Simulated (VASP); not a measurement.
Input of a VASP 6.6.1 run:

Contents of INCAR:

```
SYSTEM = Ba
PREC = Accurate ; ENCUT = 520
EDIFF = 1E-6 ; ISMEAR = 0
SIGMA = 0.1 ; LREAL = .False.
LASPH = .True. ; NELM = 80
ALGO = Fast ; ISIF = 2
LWAVE = .False. ; LCHARG = .False.
GGA = PE ; NBANDS = 11
```

The input KPOINTS:

```
regular mesh
0
Gamma
  4 4 4
  0 0 0
```

File POSCAR:

```
Ba
1.0
    4.0828128978      0.0000000000      0.0000000000
    0.0000000000      4.0828128978      0.0000000000
    0.0000000000      0.0000000000      4.0828128978
Ba
1
Direct
    0.0000000000      0.0000000000      0.0000000000
```

Potentials or basis: VASP PAW PBE potentials, release 64 (Ba_sv).

Run with:

```console
$ cat potpaw_PBE.64/Ba_sv/POTCAR > POTCAR
$ mpirun -np 1 vasp_std > vasp.out
```

What does it give for the band gap on the k mesh?

Zero (band 5 reaches 1.37 eV, above the bottom of band 6 at 1.32 eV).

Predict the pressure.

-0.8 GPa.

Caveat: the k points lie up to 0.38 Å⁻¹ apart; spin-orbit coupling is left out, which moves the levels of the heavy elements.
